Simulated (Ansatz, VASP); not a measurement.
# One calculation of HfSiO4, two programs

```
CELL_PARAMETERS angstrom
-2.31003 2.31003 3.04714
2.31003 -2.31003 3.04714
2.31003 2.31003 -3.04714
ATOMIC_POSITIONS crystal
Hf 0.00000 0.00000 0.00000
Si 0.50000 0.50000 0.00000
O 0.85595 0.43387 0.00000
O 0.14405 0.14405 0.57792
O 0.56613 0.56613 0.42208
O 0.43387 0.85595 0.00000
```

Alike in both runs: functional PBE; k mesh 8 × 8 × 8; occupations gaussian, width 0.02 eV; no spin polarisation.

Ansatz relaxed the structure, and its values are those at the end. VASP's run is a single point on that final structure, the one shown.

```csv
,VASP,Ansatz
version,VASP 6.6.1,Ansatz 0.2.0
potentials or method,"VASP PAW PBE potentials, release 64 (Hf_pv, Si, O), cutoff 600 eV","scalar-relativistic, plane waves, PAW"
valence electrons in the cell,38,54
```

Ansatz gave:

```
gap on the k mesh at the Fermi level (eV) : 3.54
pressure (GPa)                            : 0.0
rms of the force components (eV/Å)        : 0.002
```

Question: Which values does VASP return?

Answer: gap on the k mesh at the Fermi level (eV): 3.47; pressure (GPa): -1.5; rms of the force components (eV/Å): 0.077.

VASP's potentials hold 38 valence electrons a cell and Ansatz's 54, so a difference there can come from the potentials and not from the codes.

Neither program's run includes spin-orbit coupling.
